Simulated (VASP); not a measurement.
# ZrZnS3O12: electric field gradients with r2SCAN

Crystal: ZrZnS3O12.

```
Zr Zn S O
1.0
     4.42390    2.55414    7.57671
    -4.42390    2.55414    7.57671
     0.00000   -5.10828    7.57671
Zr Zn S O
2 2 6 24
Direct
  0.35570 0.35570 0.35570
  0.85570 0.85570 0.85570
  0.64683 0.64683 0.64683
  0.14683 0.14683 0.14683
  0.03571 0.45547 0.75564
  0.75564 0.03571 0.45547
  0.45547 0.75564 0.03571
  0.25564 0.95547 0.53571
  0.53571 0.25564 0.95547
  0.95547 0.53571 0.25564
  0.87747 0.48616 0.72731
  0.72731 0.87747 0.48616
  0.48616 0.72731 0.87747
  0.22731 0.98616 0.37747
  0.37747 0.22731 0.98616
  0.98616 0.37747 0.22731
  0.12396 0.51217 0.27146
  0.27146 0.12396 0.51217
  0.51217 0.27146 0.12396
  0.77146 0.01217 0.62396
  0.62396 0.77146 0.01217
  0.01217 0.62396 0.77146
  0.79218 0.56904 0.41514
  0.41514 0.79218 0.56904
  0.56904 0.41514 0.79218
  0.91514 0.06904 0.29218
  0.29218 0.91514 0.06904
  0.06904 0.29218 0.91514
  0.20530 0.43437 0.58608
  0.58608 0.20530 0.43437
  0.43437 0.58608 0.20530
  0.08608 0.93437 0.70530
  0.70530 0.08608 0.93437
  0.93437 0.70530 0.08608
```

```
Program                : VASP 6.6.1
Task                   : electric field gradients
Functional             : r2SCAN
Potentials or basis    : VASP PAW PBE potentials, release 64 (Zr_sv, Zn, S, O)
Cutoff                 : 520 eV
k mesh                 : 3 × 3 × 3
Occupations            : fermi-dirac, width 0.02 eV
Spin                   : no spin polarisation
Dipole correction      : no
Further INCAR settings : LREAL = Auto; ALGO = Normal; EDIFF = 1e-08; NBANDS = 137
```

```yaml
Pressure: -5.1 GPa
Largest_force: 0.914 eV/Å
Band_gap_on_the_k_mesh: 4.53 eV, direct
```

Forces in eV/Å, atoms in the order of the input:
```
Zr   0.000  0.000  0.118
Zr   0.000  0.000  0.118
Zn   0.000  0.000 -0.067
Zn   0.000  0.000 -0.067
S    0.165 -0.304 -0.017
S    0.181  0.295 -0.017
S   -0.346  0.009 -0.017
S    0.346  0.009 -0.017
S   -0.181  0.295 -0.017
S   -0.165 -0.304 -0.017
O    0.311  0.111  0.578
O   -0.252  0.214  0.578
O   -0.059 -0.325  0.578
O    0.059 -0.325  0.578
O    0.252  0.214  0.578
O   -0.311  0.111  0.578
O    0.000 -0.291 -0.395
O    0.252  0.145 -0.395
O   -0.252  0.146 -0.395
O    0.252  0.146 -0.395
O   -0.252  0.145 -0.395
O    0.000 -0.291 -0.395
O    0.568  0.715 -0.021
O   -0.903  0.134 -0.021
O    0.335 -0.850 -0.021
O   -0.335 -0.850 -0.021
O    0.903  0.134 -0.021
O   -0.568  0.715 -0.021
O   -0.244 -0.348 -0.163
O    0.424 -0.037 -0.163
O   -0.180  0.386 -0.163
O    0.180  0.386 -0.163
O   -0.424 -0.037 -0.163
O    0.244 -0.348 -0.163
```

Stress tensor (GPa, compression positive):
```
-5.29  0.00  0.00
 0.00 -5.29  0.00
 0.00  0.00 -4.65
```

Levels at points of the mesh, in eV from the valence-band top:
```tsv
k point	band 112	band 113	band 114	band 115	band 116	band 117
(0.00, 0.00, 0.00)	0.00	0.00	0.00	4.53	4.62	4.62
```

Electric field gradients, principal values (V/Å²):
| atom | least | middle | greatest (by size) |
| --- | --- | --- | --- |
| 1 Zr | -7.303 | -7.303 | 14.606 |
| 2 Zr | -7.303 | -7.303 | 14.606 |
| 3 Zn | -2.402 | -2.402 | 4.804 |
| 4 Zn | -2.402 | -2.402 | 4.804 |
| 5 S | 12.750 | 27.120 | -39.869 |
| 6 S | 12.750 | 27.120 | -39.869 |
| 7 S | 12.750 | 27.120 | -39.869 |
| 8 S | 12.750 | 27.120 | -39.869 |
| 9 S | 12.750 | 27.120 | -39.869 |
| 10 S | 12.750 | 27.120 | -39.869 |
| 11 O | -67.572 | -79.485 | 147.057 |
| 12 O | -67.572 | -79.485 | 147.057 |
| 13 O | -67.572 | -79.485 | 147.057 |
| 14 O | -67.572 | -79.485 | 147.057 |
| 15 O | -67.572 | -79.485 | 147.057 |
| 16 O | -67.572 | -79.485 | 147.057 |
| 17 O | -69.753 | -75.124 | 144.876 |
| 18 O | -69.753 | -75.124 | 144.876 |
| 19 O | -69.753 | -75.124 | 144.876 |
| 20 O | -69.753 | -75.124 | 144.876 |
| 21 O | -69.753 | -75.124 | 144.876 |
| 22 O | -69.753 | -75.124 | 144.876 |
| 23 O | -67.009 | -81.452 | 148.461 |
| 24 O | -67.009 | -81.452 | 148.461 |
| 25 O | -67.009 | -81.452 | 148.461 |
| 26 O | -67.009 | -81.452 | 148.461 |
| 27 O | -67.009 | -81.452 | 148.461 |
| 28 O | -67.009 | -81.452 | 148.461 |
| 29 O | -67.219 | -76.683 | 143.902 |
| 30 O | -67.219 | -76.683 | 143.902 |
| 31 O | -67.219 | -76.683 | 143.902 |
| 32 O | -67.219 | -76.683 | 143.902 |
| 33 O | -67.219 | -76.683 | 143.902 |
| 34 O | -67.219 | -76.683 | 143.902 |

Run time: 30 min on 1 thread of Intel(R) Xeon(R) 6975P-C (Granite Rapids) (shared host), peak memory 0.95 GiB.

Caveat: without QUAD_EFG the Cq values of the log hold for a quadrupole moment of 1 mb, not for the nuclei; the PAW data sets were made with another functional, which shifts forces and pressure a little. A k mesh can miss the band edges.
